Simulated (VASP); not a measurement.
# Hf5W: single point with PBE

Hf5W:

```xyz
12
Lattice="-3.6776 -3.3647 3.3179 -3.7590 3.4062 -3.3578 1.8603 -5.1460 -5.0542" Properties=species:S:1:pos:R:3 pbc="T T T"
Hf   -3.6960   -3.5396   -3.3366
Hf   -2.1425   -1.6142   -5.0778
Hf   -1.6229   -5.0337   -1.7033
Hf   -5.6914   -1.7429   -1.6948
Hf   -3.7494   -3.4678   -0.1077
Hf   -1.7237   -1.8214   -1.6692
Hf   -1.5773   -5.1744   -4.8406
Hf   -2.1143    1.7466   -1.8587
Hf   -5.3503    1.3745   -1.7426
Hf   -7.6974    0.3182   -0.0095
W    -0.0205   -3.1106   -3.4910
W    -3.6798   -0.1056   -3.3558
```

```yaml
Program: VASP 6.6.1
Task: single point
Functional: PBE
Potentials_or_basis: VASP PAW PBE potentials, release 64 (Hf_pv, W_sv)
Cutoff: 520 eV
k_mesh: 3 × 3 × 2, shifted
Occupations: gaussian, width 0.1 eV
Spin: no spin polarisation
```

- Pressure: -0.4 GPa
- Largest force: 0.048 eV/Å
- Band gap on the k mesh: zero (bands 64 and 65 overlap by 0.30 eV)

Forces on the atoms (eV/Å):
```
Hf  -0.007 -0.009  0.007
Hf  -0.001  0.016  0.008
Hf  -0.002  0.014  0.010
Hf  -0.008 -0.014 -0.002
Hf  -0.004 -0.043 -0.022
Hf   0.009 -0.007  0.000
Hf   0.020  0.025  0.004
Hf  -0.011 -0.009 -0.002
Hf   0.010 -0.004 -0.005
Hf  -0.018  0.003  0.015
W   -0.002  0.015 -0.009
W    0.013  0.012 -0.003
```

Levels at points of the mesh, in eV from the Fermi level:
| k point | band 62 | band 63 | band 64 | band 65 | band 66 | band 67 |
| --- | --- | --- | --- | --- | --- | --- |
| (0.00, 0.00, 0.25) | -0.13 | 0.08 | 0.24 | 0.40 | 0.46 | 0.60 |

Run time: 12 min on 1 thread of Intel Xeon 8259CL (shared host), peak memory 0.4 GiB.

Caveat: the k points lie up to 0.44 Å⁻¹ apart; spin-orbit coupling is left out, which moves the levels of the heavy elements.
